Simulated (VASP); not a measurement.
The system is Ti.

```
Ti
1.0
     1.64000    1.64000    1.64000
    -1.64000    1.64000    1.64000
    -1.64000   -1.64000    1.64000
Ti
1
Direct
  0.00000 0.00000 0.00000
```

- Program: VASP 6.6.1
- Task: relaxation of cell and atoms
- Functional: LDA
- Potentials or basis: VASP PAW LDA potentials, release 64 (Ti_sv)
- Cutoff: 600 eV
- k mesh: 19 × 19 × 19
- Occupations: methfessel-paxton, width 0.05 eV
- Spin: no spin polarisation

At the start: pressure -10.9 GPa; volume 17.64 Å³/atom.

Q: How do energy, volume and symmetry change on relaxing?

A: Over 3 steps the energy falls by 67.9 meV/atom and the volume is 15.82 Å³/atom (-10.3 %); space group Im-3m (No. 229, to 0.05 Å).

Step by step:
```tsv
step	energy change (eV)	largest force (eV/Å)	pressure (GPa)	volume (Å³)
1	0.0000	0.0000	-10.90	17.64
2	-0.0379	0.0000	9.48	14.75
3	-0.0679	0.0000	0.00	15.82
```

Final structure:
```
Ti
1.0
     1.58147    1.58147    1.58147
    -1.58147    1.58147    1.58147
    -1.58147   -1.58147    1.58147
Ti
1
Direct
  0.00000 0.00000 0.00000
```
